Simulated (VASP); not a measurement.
Wanted: the native input for a VASP 6.6.1 run.

```
Task                   : single point
Functional             : PBE
Potentials or basis    : VASP PAW PBE potentials, release 64 (Mo_sv)
Cutoff                 : 520 eV
k mesh                 : 18 × 18 × 18
Occupations            : gaussian, width 0.1 eV
Spin                   : no spin polarisation
Dipole correction      : no
Further INCAR settings : ALGO = Fast; EDIFF = 1e-07; NBANDS = 13
```

The structure of Mo lies in POSCAR:

```
Mo
1.0
   -1.5355582400      1.5355582400      1.5355582400
    1.5355582400     -1.5355582400      1.5355582400
    1.5355582400      1.5355582400     -1.5355582400
Mo
1
Direct
    0.0000000000      0.0000000000      0.0000000000
```

This cell differs from its parent crystal: strained.

The input as run:

INCAR

```
SYSTEM = Mo
ALGO     = Fast           ! electronic algorithm
EDIFF    = 1E-7           ! SCF threshold, eV
ENCUT    = 520            ! plane-wave cutoff, eV
GGA      = PE             ! functional
ISIF     = 2              ! what is computed and relaxed
ISMEAR   = 0              ! smearing method
LASPH    = .True.         ! aspherical terms in the spheres
LCHARG   = .True.         ! write CHGCAR
LELF     = .True.         ! ELF
LREAL    = .False.        ! projectors in reciprocal space
LVHAR    = .True.       
LWAVE    = .False.        ! write WAVECAR
NBANDS   = 13             ! bands
NELM     = 60             ! most SCF steps
PREC     = Accurate       ! precision mode
SIGMA    = 0.1            ! smearing width, eV
```

KPOINTS

```
k-points
0
Gamma
  18 18 18
  0 0 0
```

Potentials or basis: VASP PAW PBE potentials, release 64 (Mo_sv).

Run with:

```sh
$ cat potpaw_PBE.64/Mo_sv/POTCAR > POTCAR
$ mpirun -np 1 vasp_std > vasp.out
```

Results of the run:

| Item | Value |
| --- | --- |
| Pressure | 27.7 GPa |
| Band gap on the k mesh | zero (band 7 reaches 18.29 eV, above the bottom of band 8 at 12.34 eV) |

Caveat: the cell differs from its parent crystal (strained).

Run time: 26 s on 1 thread of Intel Xeon 6975P-C, with other jobs on the host, peak memory 0.15 GiB.
